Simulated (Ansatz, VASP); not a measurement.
**Sc in VASP and in Ansatz**

Contents of INCAR:

```
PREC = Accurate
ENCUT = 520
EDIFF = 1E-7
ISMEAR = -1
SIGMA = 0.08
LREAL = False
LASPH = True
NELM = 100
ALGO = Normal
ISIF = 2
LWAVE = False
LCHARG = False
GGA = PS
NBANDS = 12
```

File KPOINTS:

```
Automatic mesh
0
Gamma
  14 14 14
```

File POSCAR:

```
Sc
1.0
    0.0000000000      1.9212784287      1.9212784287
    1.9212784287      0.0000000000      1.9212784287
    1.9212784287      1.9212784287      0.0000000000
Sc
1
Direct
    0.0000000000      0.0000000000      0.0000000000
```

Input for Ansatz:

```yaml
crystal:
  lattice:
    - [0.0, 1.9212784287, 1.9212784287]
    - [1.9212784287, 0.0, 1.9212784287]
    - [1.9212784287, 1.9212784287, 0.0]
  atoms:
    - { symbol: Sc, position: [0.0, 0.0, 0.0] }
kpoints:
  mp_grid: { grid: [14, 14, 14] }
scf:
  occupations: { method: fermi_dirac, width: 0.08 }
hamiltonian:
  xc: pbesol
  pseudopotentials: { kind: all_electron, lapw: { basis_error: 0.001 } }
output:
  forces: true
  stress: true
  eigenvalues: true
  populations: true
```

Change from the starting cell: volume scaled by 0.6, LAPW.

Alike in both runs: task single point; functional PBEsol; k mesh 14 × 14 × 14; occupations fermi-dirac, width 0.08 eV; no spin polarisation.

|  | VASP | Ansatz |
| --- | --- | --- |
| version | VASP 6.6.1 | Ansatz 0.2.0 |
| potentials or method | VASP PAW PBE potentials, release 64 (Sc_sv), cutoff 520 eV | all-electron LAPW, scalar-relativistic |

VASP gave:

| Item | Value |
| --- | --- |
| pressure (GPa) | 59.4 |

Q: Estimate Ansatz's values.

A: Pressure (GPa): 58.8.

VASP's potentials were made for PBE, not for PBEsol. Both programs put the cell under a high pressure, so it lies far from rest at this level. Ansatz ran all-electron here, and VASP with PAW potentials.
